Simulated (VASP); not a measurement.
Set up this calculation in VASP 6.6.1, as the native input.

* Task: relaxation of cell and atoms
* Functional: PBE
* Potentials or basis: VASP PAW PBE potentials, release 64 (In_d, P)
* Cutoff: 600 eV
* k mesh: 14 × 14 × 14
* Occupations: fermi-dirac, width 0.08 eV
* Spin: no spin polarisation
* Dipole correction: no
* Further INCAR settings: ALGO = Normal; EDIFF = 1e-07; IBRION = 2; EDIFFG = -0.005; NSW = 100; ISIF = 3

The structure of InP (rocksalt type) lies in POSCAR:

```
InP
1.0
    0.0000000000      2.5708039839      2.5708039839
    2.5708039839      0.0000000000      2.5708039839
    2.5708039839      2.5708039839      0.0000000000
In P
1 1
Direct
    0.0000000000      0.0000000000      0.0000000000
    0.5000000000      0.5000000000      0.5000000000
```

These files were run (other wordings do the same):

INCAR

```
  PREC = Accurate
  ENCUT = 600
  EDIFF = 1E-7
  ISMEAR = -1
  SIGMA = 0.08
  LREAL = F
  LASPH = T
  NELM = 80
  ALGO = Normal
  ISIF = 3
  LWAVE = F
  LCHARG = F
  GGA = PE
  IBRION = 2
  NSW = 100
  EDIFFG = -0.005
```

KPOINTS

```
regular mesh
0
Gamma
  14 14 14
```

Potentials or basis: VASP PAW PBE potentials, release 64 (In_d, P).

Launch:

```console
$ cat potpaw_PBE.64/In_d/POTCAR potpaw_PBE.64/P/POTCAR > POTCAR
$ mpirun -np 1 vasp_std > vasp.out
```

It gave:

The relaxed volume is 21.25 Å³/atom and the relaxed cell is a = 3.917 Å, b = 3.917 Å, c = 3.917 Å, α = 60.00°, β = 60.00°, γ = 60.00°. The space group after relaxing (to 0.05 Å) is Fm-3m (No. 225). The energy gained by relaxing is 303.1 meV/atom. The ionic steps are 18 and the pressure after relaxing is 0.0 GPa. The band gap on the k mesh is zero (band 9 reaches 7.32 eV, above the bottom of band 10 at 4.69 eV).

Caveat: the volume moved by over 15 % at a fixed basis, so the end points are rough; spin-orbit coupling is left out, which moves the levels of the heavy elements.

It took 4.2 min on 1 thread of Intel(R) Xeon(R) 6975P-C (Granite Rapids), with other jobs on the host, peak memory 0.22 GiB.
